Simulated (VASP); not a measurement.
Write the native input for VASP 6.6.1 that does the following.

- Task: single point
- Functional: PBEsol
- Potentials or basis: VASP PAW PBE potentials, release 64 (Ti_sv, Al)
- Cutoff: 520 eV
- k mesh: 18 × 18 × 10
- Occupations: gaussian, width 0.15 eV
- Spin: no spin polarisation
- Dipole correction: no
- Further INCAR settings: ALGO = Fast; EDIFF = 1e-06; NBANDS = 14

The structure of TiAl lies in POSCAR:

```
TiAl
1.0
    2.8672622327      0.0000000000      0.0000000000
   -1.4336311163      2.4831219328      0.0000000000
    0.0000000000      0.0000000000      4.6780830000
Ti Al
1 1
Direct
    0.1166989603      0.0854295681     -0.1282576645
    0.3333333333      0.6666666667      0.5000000000
```

This cell differs from its parent crystal: atom 1 (Ti) moved by (+0.300, -0.600) A along [1 1 0] and z.

One way to write it, as run:

INCAR

```
PREC = Accurate
ENCUT = 520
EDIFF = 1E-6
ISMEAR = 0
SIGMA = 0.15
LREAL = False
LASPH = True
NELM = 60
ALGO = Fast
ISIF = 2
LWAVE = False
LCHARG = False
GGA = PS
NBANDS = 14
```

KPOINTS

```
Automatic mesh
0
Gamma
  18 18 10
```

Potentials or basis: VASP PAW PBE potentials, release 64 (Ti_sv, Al).

Run with:

```bash
$ cat potpaw_PBE.64/Ti_sv/POTCAR potpaw_PBE.64/Al/POTCAR > POTCAR
$ mpirun -np 1 vasp_std > vasp.out
```

Results of the run:

```json
{"Pressure": "15.5 GPa", "Largest force": "5.561 eV/Å", "Band gap on the k mesh": "zero (an odd number of electrons rules out a gap without spin polarisation)"}
```

Caveat: the cell differs from its parent crystal (atom 1 (Ti) moved by (+0.300, -0.600) A along [1 1 0] and z); the stress differs along the axes, from 3 to 28 GPa; the PAW data sets were made with another functional, which shifts forces and pressure a little.

It took 14 min on 1 thread of AMD EPYC 9R45 96-Core Processor (Zen 5), with other jobs on the host, peak memory 0.79 GiB.
